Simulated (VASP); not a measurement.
Set up this calculation in VASP 6.6.1, as the native input.

| Property | Result |
| --- | --- |
| Task | relaxation of cell and atoms |
| Functional | LDA |
| Potentials or basis | VASP PAW LDA potentials, release 64 (Ti_sv, N) |
| Cutoff | 600 eV |
| k mesh | 16 × 16 × 16 |
| Occupations | fermi-dirac, width 0.15 eV |
| Spin | no spin polarisation |
| Dipole correction | no |
| Further INCAR settings | ALGO = Normal; EDIFF = 1e-06; IBRION = 2; EDIFFG = -0.001; NSW = 80; ISIF = 3 |

The structure of TiN (qlda) lies in POSCAR:

```
TiN
1.0
    0.0000000000      2.0859620364      2.0859620364
    2.0859620364      0.0000000000      2.0859620364
    2.0859620364      2.0859620364      0.0000000000
Ti N
1 1
Direct
    0.0000000000      0.0000000000      0.0000000000
    0.5000000000      0.5000000000      0.5000000000
```

One way to write it, as run:

INCAR

```
SYSTEM = TiN
PREC = Accurate
ENCUT = 600
EDIFF = 1E-6
ISMEAR = -1
SIGMA = 0.15
LREAL = .FALSE.
LASPH = .TRUE.
NELM = 100
ALGO = Normal
ISIF = 3
LWAVE = .FALSE.
LCHARG = .FALSE.
GGA = CA
IBRION = 2
NSW = 80
EDIFFG = -0.001
```

KPOINTS

```
Automatic mesh
0
G
  16 16 16
  0 0 0
```

Potentials or basis: VASP PAW LDA potentials, release 64 (Ti_sv, N).

Launch:

```bash
$ cat potpaw_LDA.64/Ti_sv/POTCAR potpaw_LDA.64/N/POTCAR > POTCAR
$ mpirun -np 1 vasp_std > vasp.out
```

Results of the run:

```json
{
  "Relaxed volume": "9.11 Å³/atom",
  "Relaxed cell": "a = 2.954 Å, b = 2.954 Å, c = 2.954 Å, α = 60.00°, β = 60.00°, γ = 60.00°",
  "Space group after relaxing (to 0.05 Å)": "Fm-3m (No. 225)",
  "Energy gained by relaxing": "0.1 meV/atom",
  "Ionic steps": "4",
  "Pressure after relaxing": "0.0 GPa"
}
```

Run time: 38 s on 1 thread of Intel(R) Xeon(R) Platinum 8488C (Sapphire Rapids), with other jobs on the host, peak memory 0.17 GiB.
